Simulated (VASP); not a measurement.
Here is a VASP 6.6.1 calculation.

Contents of POSCAR:

```
Al
1.0
    0.0000000000      2.0248050000      2.0248050000
    2.0248050000      0.0000000000      2.0248050000
    2.0248050000      2.0248050000      0.0000000000
Al
1
Direct
    0.0000000000      0.0000000000      0.0000000000
```

Contents of INCAR.step1:

```
  ALGO = Normal
  EDIFF = 1E-5
  ENCUT = 520
  GGA = PE
  ISIF = 2
  ISMEAR = 0
  LASPH = T
  LREAL = F
  LWAVE = T
  NBANDS = 8
  NELM = 100
  PREC = Accurate
  SIGMA = 0.1
```

The input INCAR.step2:

```
  AEXX = 0.25
  ALGO = Normal
  EDIFF = 1E-6
  ENCUT = 520
  ISIF = 2
  ISMEAR = 0
  ISTART = 1
  LASPH = T
  LCHARG = T
  LELF = T
  LHFCALC = T
  LMIXTAU = T
  LREAL = F
  LVHAR = T
  LWAVE = F
  METAGGA = R2SCAN
  NBANDS = 8
  NELM = 100
  PREC = Accurate
  PRECFOCK = Normal
  SIGMA = 0.1
```

KPOINTS

```
k-points
0
Gamma
  7 7 7
```

Potentials or basis: VASP PAW PBE potentials, release 64 (Al).

The run is started by

```bash
$ cat potpaw_PBE.64/Al/POTCAR > POTCAR
$ cp INCAR.step1 INCAR
$ mpirun -np 1 vasp_std > vasp.out
$ cp INCAR.step2 INCAR
$ mpirun -np 1 vasp_std > vasp.out
```

Q: Predict the pressure.

A: -4.3 GPa.

Caveat: the k points lie up to 0.38 Å⁻¹ apart; the PAW data sets were made with another functional, which shifts forces and pressure a little.
